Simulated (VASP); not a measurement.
# MoS2 (Cmcm) in VASP: a series of runs

Runs on MoS2. Level: PBEsol. Tasks: single point.

All numbers are computed with VASP 6.6.1; they aren't measurements. Logs are shortened: lines on timing, memory, paths and dates and some standing lists are left out, and cuts for length are marked.

## (1) The cell of the first run

The structure is orthorhombic, space group Cmcm (No. 63). The conventional cell has a = 3.141 Å, b = 5.727 Å, c = 12.579 Å, α = 90.00°, β = 90.00°, γ = 90.00°. Within 3.3 Å of Mo (site symmetry m2m) lie 6 S at 2.41 to 2.46 Å and 6 Mo at 3.14 to 3.27 Å. S (site symmetry m) has 3 Mo at 2.41 to 2.46 Å and 7 S at 3.12 to 3.27 Å within 3.3 Å.

## (2) Single point, PBEsol (strain +0.0525 x Voigt [0, 1, 0, 0, 0, 0])

INCAR

```
SYSTEM = MoS2
  PREC = Accurate
  ENCUT = 520
  EDIFF = 1E-6
  ISMEAR = 0
  SIGMA = 0.05
  LREAL = .FALSE.
  LASPH = .TRUE.
  NELM = 100
  ALGO = Normal
  ISIF = 2
  LWAVE = .FALSE.
  LCHARG = .FALSE.
  GGA = PS
  NBANDS = 35
```

KPOINTS

```
Automatic mesh
0
G
  12 12 2
  0 0 0
```

POSCAR

```
MoS2
1.0
    3.1414322073      0.0000000000      0.0000000000
   -1.5707161036      2.8633895008      0.0000000000
    0.0000000000      0.0000000000     12.5788196111
Mo S
2 4
Direct
    0.3333333333      0.6666666667      0.2500000000
    0.6666666667      0.3333333333      0.7500000000
    0.3333333333      0.6666666667      0.6260538431
    0.6666666667      0.3333333333      0.1260538431
    0.3333333333      0.6666666667      0.8739461569
    0.6666666667      0.3333333333      0.3739461569
```

Potentials or basis: VASP PAW PBE potentials, release 64 (Mo_sv, S).

Run with:

```console
$ cat potpaw_PBE.64/Mo_sv/POTCAR potpaw_PBE.64/S/POTCAR > POTCAR
$ mpirun -np 1 vasp_std > vasp.out
```

OUTCAR:

```text
SYSTEM = MoS2
   PREC = Accurate
   ENCUT = 520
   EDIFF = 1E-6
   ISMEAR = 0
   LREAL = .FALSE.
   LASPH = .TRUE.
   NELM = 100
   ISIF = 2
   GGA = PS

 ion  position               nearest neighbor table
   1  0.333  0.667  0.250-   4 2.41   6 2.41   4 2.41   6 2.41   4 2.46   6 2.46
   2  0.667  0.333  0.750-   3 2.41   5 2.41   3 2.41   5 2.41   3 2.46   5 2.46
   3  0.333  0.667  0.626-   2 2.41   2 2.41   2 2.46
   4  0.667  0.333  0.126-   1 2.41   1 2.41   1 2.46
   5  0.333  0.667  0.874-   2 2.41   2 2.41   2 2.46
   6  0.667  0.333  0.374-   1 2.41   1 2.41   1 2.46

  LATTYP: Found a base centered orthorhombic cell.
 ALAT       =     3.1414322073
 B/A-ratio  =     1.8229834750
 C/A-ratio  =     4.0041671381

  Lattice vectors:

 A1 = (   1.5707161036,  -2.8633895008,   0.0000000000)
 A2 = (   1.5707161037,   2.8633895008,   0.0000000000)
 A3 = (   0.0000000000,   0.0000000000,  12.5788196111)

Analysis of symmetry for initial positions (statically):
=====================================================================
 Subroutine PRICEL returns:
 Original cell was already a primitive cell.

 Routine SETGRP: Setting up the symmetry group for a
 base centered orthorhombic supercell.

 Subroutine GETGRP returns: Found  8 space group operations
 (whereof  4 operations were pure point group operations)
 out of a pool of  8 trial point group operations.

The static configuration has the point symmetry C_2h.
 The point group associated with its full space group is D_2h.

Analysis of symmetry for dynamics (positions and initial velocities):
=====================================================================
 Subroutine PRICEL returns:
 Original cell was already a primitive cell.

 Routine SETGRP: Setting up the symmetry group for a
 base centered orthorhombic supercell.

 Subroutine GETGRP returns: Found  8 space group operations
 (whereof  4 operations were pure point group operations)
 out of a pool of  8 trial point group operations.

The dynamic configuration has the point symmetry C_2h.
 The point group associated with its full space group is D_2h.

 Subroutine INISYM returns: Found  8 space group operations
 (whereof  4 operations are pure point group operations),
 and found     1 'primitive' translations

----------------------------------------------------------------------------------------

                                     Primitive cell

  volume of cell :     113.1483

  direct lattice vectors                    reciprocal lattice vectors
     3.141432207  0.000000000  0.000000000     0.318326144  0.174618228  0.000000000
    -1.570716104  2.863389501  0.000000000     0.000000000  0.349236456  0.000000000
     0.000000000  0.000000000 12.578819611     0.000000000  0.000000000  0.079498715

  length of vectors
     3.141432207  3.265906997 12.578819611     0.363074454  0.349236456  0.079498715

  position of ions in fractional coordinates (direct lattice)
     0.333333333  0.666666667  0.250000000
     0.666666667  0.333333333  0.750000000
     0.333333333  0.666666667  0.626053843
     0.666666667  0.333333333  0.126053843
     0.333333333  0.666666667  0.873946157
     0.666666667  0.333333333  0.373946157

  ion indices of the primitive-cell ions
   primitive index   ion index
                 1           1
                 2           2
                 3           3
                 4           4
                 5           5
                 6           6

----------------------------------------------------------------------------------------

 KPOINTS: Automatic mesh

Automatic generation of k-mesh.
 Grid dimensions read from file:
 generate k-points for:   12   12    2

 Generating k-lattice:

  Cartesian coordinates                     Fractional coordinates (reciprocal lattice)
     0.026527179  0.014551519  0.000000000     0.083333333  0.000000000  0.000000000
     0.000000000  0.029103038  0.000000000     0.000000000  0.083333333  0.000000000
     0.000000000  0.000000000  0.039749358     0.000000000  0.000000000  0.500000000

  Length of vectors
     0.030256205  0.029103038  0.039749358

  Shift w.r.t. Gamma in fractional coordinates (k-lattice)
     0.000000000  0.000000000  0.000000000

 Subroutine IBZKPT returns following result:
 ===========================================

 Found     86 irreducible k-points:

 Following reciprocal coordinates:
            Coordinates               Weight
  0.000000  0.000000  0.000000      1.000000
  0.083333  0.000000  0.000000      4.000000
  0.166667  0.000000  0.000000      4.000000
  0.250000  0.000000  0.000000      4.000000
  0.333333  0.000000  0.000000      4.000000
  0.416667  0.000000  0.000000      4.000000
[... 16 lines left out ...]
  0.333333  0.166667  0.000000      4.000000
  0.416667  0.166667  0.000000      4.000000
 [... further k-points ...]
   k-points           NKPTS =     86   k-points in BZ     NKDIM =     86   number of bands    NBANDS=     35
   number of dos      NEDOS =    301   number of ions     NIONS =      6
   total plane-waves  NPLWV =  55296
   dimension x,y,z NGX =    24 NGY =   24 NGZ =   96
   dimension x,y,z NGXF=    48 NGYF=   48 NGZF=  192
   ions per type =               2   4
   NGX,Y,Z   is equivalent  to a cutoff of  12.70, 12.22, 12.69 a.u.
   NGXF,Y,Z  is equivalent  to a cutoff of  25.40, 24.43, 25.38 a.u.
 SYSTEM =  MoS2
   PREC   = accura    normal or accurate (medium, high low for compatibility)
   ISTART =      0    job   : 0-new  1-cont  2-samecut
   ICHARG =      2    charge: 1-file 2-atom 10-const
   ISPIN  =      1    spin polarized calculation?
   LNONCOLLINEAR =      F non collinear calculations
   LSORBIT =      F    spin-orbit coupling
   LASPH  =      T    aspherical Exc in radial PAW
   ENCUT  =  520.0 eV  38.22 Ry    6.18 a.u.   5.84  6.07 23.39*2*pi/ulx,y,z
   NELM   =    100;   NELMIN=  2; NELMDL= -5     # of ELM steps
   EDIFF  = 0.1E-05   stopping-criterion for ELM
   LREAL  =      F    real-space projection
   EDIFFG = 0.1E-04   stopping-criterion for IOM
   NSW    =      0    number of steps for IOM
   IBRION =     -1    ionic relax: 0-MD 1-quasi-New 2-CG
   NFREE  =      0    steps in history (QN), initial steepest desc. (CG)
   ISIF   =      2    stress and relaxation
   ISYM   =      2    0-nonsym 1-usesym 2-fastsym
   POTIM  = 0.5000    time-step for ionic-motion
   TEBEG  =    0.0;   TEEND  =   0.0 temperature during run
   PSTRESS=    0.0 pullay stress
   NELECT =      52.0000    total number of electrons
   NUPDOWN=      -1.0000    fix difference up-down
   EMIN   =  10.00;   EMAX   =-10.00  energy-range for DOS
   EFERMI =   0.00;   METHOD = LEGACY
   ISMEAR =     0;   SIGMA  =   0.05  broadening in eV -4-tet -1-fermi 0-gaus
   EFERMI_NEDOS =   21; number of points for ismear=-14 and -15
   IALGO  =     38    algorithm
   IMIX   =      4    mixing-type and parameters
     AMIX     =   0.40;   BMIX     =  1.00
     AMIX_MAG =   1.60;   BMIX_MAG =  1.00
  volume/ion in A,a.u.               =      18.86       127.26
  Fermi-wavevector in a.u.,A,eV,Ry     =   1.263359  2.387401 21.715915  1.596075
  Thomas-Fermi vector in A             =   2.396719
   LORBIT       =      0    0 simple, 1 ext, 2 COOP (PROOUT), +10 PAW based schemes
   GGA     = PS    functional components
   LHFCALC =     F    Hartree Fock is set to
   AEXX    =    0.0000 exact exchange contribution
   IVDW    =     0    specifies the selected vdW correction
   LEPSILON=     F    determine dielectric tensor
   LRPA    =     F    only Hartree local field effects (RPA)
 non-spin polarized calculation
 Gauss-broadening in eV      SIGMA  =   0.05
  energy-cutoff  :      520.00
  volume of cell :      113.15
 maximum number of plane-waves:      3078
   NGX = 11   NGY = 13   NGZ = 47

 number of electron      52.0000000 magnetization

 Free energy of the ion-electron system (eV)
  ---------------------------------------------------
  ext. energy  EPLUGINS =         0.00000000
  ---------------------------------------------------
  free energy    TOTEN  =       -46.69077601 eV

  energy without entropy =      -46.69077601  energy(sigma->0) =      -46.69077601

 E-fermi :   7.0883     XC(G=0): -10.6803

 val. band max:        6.7306218853   @ k =   0.0000   0.0000   0.0000
 cond. band min:       7.6148586212   @ k =   0.3333   0.3333   0.0000
 fundamental gap:      0.8842367359
 Fermi energy:         7.0883130556

 k-point     1 :       0.0000    0.0000    0.0000
  band No.  band energies     occupation
      1     -54.7116      2.00000
      2     -54.7115      2.00000
      3     -28.8642      2.00000
      4     -28.8641      2.00000
      5     -28.7291      2.00000
      6     -28.7291      2.00000
[... 27 lines left out ...]
     34       9.2701      0.00000
     35      11.8830      0.00000

 k-point     2 :       0.0833    0.0000    0.0000
  band No.  band energies     occupation
      1     -54.7092      2.00000
      2     -54.7092      2.00000
      3     -28.8595      2.00000
      4     -28.8594      2.00000
      5     -28.7376      2.00000
      6     -28.7376      2.00000
[... 27 lines left out ...]
     34       9.0230      0.00000
     35      12.3626      0.00000

 k-point     3 :       0.1667    0.0000    0.0000
  band No.  band energies     occupation
      1     -54.7027      2.00000
      2     -54.7027      2.00000
      3     -28.8466      2.00000
      4     -28.8466      2.00000
      5     -28.7714      2.00000
      6     -28.7714      2.00000
[... 27 lines left out ...]
     34       9.3248      0.00000
     35      13.3656      0.00000

 k-point     4 :       0.2500    0.0000    0.0000
  band No.  band energies     occupation
      1     -54.6938      2.00000
      2     -54.6938      2.00000
      3     -28.8458      2.00000
      4     -28.8458      2.00000
      5     -28.8290      2.00000
      6     -28.8290      2.00000
[... 27 lines left out ...]
     34       9.8175      0.00000
     35      13.7795      0.00000

 k-point     5 :       0.3333    0.0000    0.0000
  band No.  band energies     occupation
      1     -54.6849      2.00000
      2     -54.6849      2.00000
      3     -28.9303      2.00000
      4     -28.9303      2.00000
      5     -28.8114      2.00000
      6     -28.8114      2.00000
[... 638 lines left out ...]
 k-point    22 :       0.2500    0.1667    0.0000
  band No.  band energies     occupation
      1     -54.6846      2.00000
      2     -54.6846      2.00000
      3     -28.9308      2.00000
      4     -28.9308      2.00000
      5     -28.8093      2.00000
      6     -28.8093      2.00000
[... 27 lines left out ...]
     34      10.5797      0.00000
     35      13.8617      0.00000

 k-point    23 :       0.3333    0.1667    0.0000
  band No.  band energies     occupation
      1     -54.6782      2.00000
      2     -54.6781      2.00000
      3     -28.9677      2.00000
      4     -28.9677      2.00000
      5     -28.8241      2.00000
      6     -28.8241      2.00000
[... 27 lines left out ...]
     34      10.6602      0.00000
     35      12.8745      0.00000

 k-point    24 :       0.4167    0.1667    0.0000
  band No.  band energies     occupation
      1     -54.6750      2.00000
      2     -54.6750      2.00000
      3     -28.9888      2.00000
      4     -28.9888      2.00000
      5     -28.8376      2.00000
      6     -28.8376      2.00000
[... 27 lines left out ...]
     34      10.6926      0.00000
     35      12.4424      0.00000

 [... further k-points ...]

------------------------ aborting loop because EDIFF is reached ----------------------------------------

  FORCE on cell =-STRESS in cart. coord.  units (eV):
  Direction    XX          YY          ZZ          XY          YZ          ZX
  --------------------------------------------------------------------------------------
  -------------------------------------------------------------------------------------
  Total       -2.6056847     -8.1895094     -3.2008327     -0.0000000      0.0000000      0.0000000
  in kB      -36.8964370   -115.9632711    -45.3237198     -0.0000000      0.0000000      0.0000000
  external PRESSURE =     -66.0611426 kB  Pullay stress =       0.0000000 kB

 VOLUME and BASIS-vectors are now :
 -----------------------------------------------------------------------------
  energy-cutoff  :      520.00
  volume of cell :      113.15
      direct lattice vectors                 reciprocal lattice vectors
     3.141432207  0.000000000  0.000000000     0.318326144  0.174618228  0.000000000
    -1.570716104  2.863389501  0.000000000     0.000000000  0.349236456  0.000000000
     0.000000000  0.000000000 12.578819611     0.000000000  0.000000000  0.079498715

 POSITION                                       TOTAL-FORCE (eV/Angst)
 -----------------------------------------------------------------------------------
     -0.00000      1.90893      3.14470         0.000000      0.215673      0.000000
      1.57072      0.95446      9.43411        -0.000000     -0.215673      0.000000
     -0.00000      1.90893      7.87502         0.000000      0.109783      0.495339
      1.57072      0.95446      1.58561        -0.000000     -0.109783      0.495339
     -0.00000      1.90893     10.99321         0.000000      0.109783     -0.495339
      1.57072      0.95446      4.70380        -0.000000     -0.109783     -0.495339
 -----------------------------------------------------------------------------------
    total drift:                               -0.000000      0.000000     -0.000000

  FREE ENERGIE OF THE ION-ELECTRON SYSTEM (eV)
  ---------------------------------------------------
  free  energy   TOTEN  =       -46.6907760075 eV

  energy  without entropy=      -46.6907760075  energy(sigma->0) =      -46.69077601
```

Run time: 7.2 min. Hardware: 1 thread of Oxide Virtual Turin-like, shared host; peak memory 0.36 GiB.

Results:

| Quantity | Value |
| --- | --- |
| Free energy | -46.6908 eV |
| Pressure | -6.6 GPa |
| Largest force | 0.507 eV/Å |
| Band gap on the k mesh | 0.88 eV (least direct gap 1.50 eV) |

Forces on the atoms (eV/Å):
```
Mo   0.000  0.216  0.000
Mo   0.000 -0.216  0.000
S    0.000  0.110  0.495
S    0.000 -0.110  0.495
S    0.000  0.110 -0.495
S    0.000 -0.110 -0.495
```

Stress tensor (GPa, compression positive):
```
 -3.69   0.00   0.00
  0.00 -11.60   0.00
  0.00   0.00  -4.53
```

Caveat: the cell differs from its parent crystal (strain +0.0525 x Voigt [0, 1, 0, 0, 0, 0]); the stress differs along the axes, from -12 to -4 GPa; the PAW data sets were made with another functional, which shifts forces and pressure a little; this functional lacks dispersion, which binds layers or chains, so the pressure and a relaxed spacing across them are unreliable.

(Part 1 of 2 ends here.)
